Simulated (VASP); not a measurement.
Set up this calculation in VASP 6.6.1, as the native input.

| Property | Result |
| --- | --- |
| Task | single point |
| Functional | PBE |
| Potentials or basis | VASP PAW PBE potentials, release 64 (Sb) |
| Cutoff | 520 eV |
| k mesh | 16 × 16 × 19 |
| Occupations | fermi-dirac, width 0.05 eV |
| Spin | no spin polarisation |
| Dipole correction | no |
| Further INCAR settings | ALGO = Normal; EDIFF = 1e-06; NBANDS = 8 |

The structure of Sb lies in POSCAR:

```
Sb
1.0
   -1.5775790000      1.5802120000      2.7118280000
    1.5669920000     -1.5442780000      2.6847840000
    1.6042890000      1.5709880000     -2.6909380000
Sb
1
Direct
    0.0177470000      0.0046650000      0.0170070000
```

These files were run (other wordings do the same):

INCAR

```
ALGO = Normal
EDIFF = 1E-6
ENCUT = 520
GGA = PE
ISIF = 2
ISMEAR = -1
LASPH = True
LCHARG = False
LREAL = False
LWAVE = False
NBANDS = 8
NELM = 100
PREC = Accurate
SIGMA = 0.05
```

KPOINTS

```
k-points
0
Gamma
  16 16 19
```

Potentials or basis: VASP PAW PBE potentials, release 64 (Sb).

Run with:

```bash
$ cat potpaw_PBE.64/Sb/POTCAR > POTCAR
$ mpirun -np 1 vasp_std > vasp.out
```

It gave:

The pressure is 1.8 GPa and the band gap on the k mesh is zero (an odd number of electrons rules out a gap without spin polarisation).

Caveat: spin-orbit coupling is left out, which moves the levels of the heavy elements.

Wall time 3.1 min on 1 thread of Intel(R) Xeon(R) 6975P-C (Granite Rapids), with other jobs on the host, peak memory 0.61 GiB.
